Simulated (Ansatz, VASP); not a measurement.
One calculation of C, two programs

Contents of INCAR:

```
SYSTEM = C
ALGO = Normal ; EDIFF = 1E-6
ENCUT = 520 ; GGA = PE
ISIF = 2 ; ISMEAR = 0
ISPIN = 2 ; LASPH = .True.
LCHARG = .False. ; LORBIT = 11
LREAL = .False. ; LWAVE = .False.
MAGMOM = 1 1 1 ; NBANDS = 17
NELM = 150 ; PREC = Accurate
SIGMA = 0.1
```

Contents of KPOINTS:

```
k-points
0
Gamma
  8 8 8
  0 0 0
```

File POSCAR:

```
C
1.0
   -1.6606909801      1.6606909801      1.6606909801
    1.6606909801     -1.6606909801      1.6606909801
    1.6606909801      1.6606909801     -1.6606909801
C
3
Direct
    0.0000000000      0.5000000000      0.5000000000
    0.5000000000      0.0000000000      0.5000000000
    0.5000000000      0.5000000000      0.0000000000
```

Input for Ansatz:

```yaml
crystal:
  lattice:
    - [-1.6606909801, 1.6606909801, 1.6606909801]
    - [1.6606909801, -1.6606909801, 1.6606909801]
    - [1.6606909801, 1.6606909801, -1.6606909801]
  atoms:
    - { symbol: C, position: [0.0, 0.5, 0.5], spin: 1.0 }
    - { symbol: C, position: [0.5, 0.0, 0.5], spin: 1.0 }
    - { symbol: C, position: [0.5, 0.5, 0.0], spin: 1.0 }
basis:
  ecutwfc: 420
kpoints:
  mp_grid: { grid: [8, 8, 8] }
hamiltonian:
  xc: pbe
scf:
  occupations: { method: gaussian, width: 0.1 }
  lower_state_search: "off"
output:
  forces: true
  stress: true
  eigenvalues: true
  populations: true
magnetization:
  spin_polarized: true
```

Alike in both runs: task single point; functional PBE; k mesh 8 × 8 × 8; occupations gaussian, width 0.1 eV; collinear spin.

|  | VASP | Ansatz |
| --- | --- | --- |
| version | VASP 6.6.1 | Ansatz 0.2.0 |
| potentials or method | VASP PAW PBE potentials, release 64 (C), cutoff 520 eV | scalar-relativistic, plane waves, PAW |
| valence electrons in the cell | 12 | 12 |

VASP gave:

* gap on the k mesh at the Fermi level (eV): none
* pressure (GPa): -0.3
* net moment per atom (μB): 0.00

Estimate Ansatz's values.

gap on the k mesh at the Fermi level (eV): none; pressure (GPa): -0.4; net moment per atom (μB): 0.00.

A gap of «none» marks a metal or a gap that the smearing closes. The functional is the same, so the differences come from potentials, cutoffs and numerics. Ansatz's warnings: seeded moment not kept.
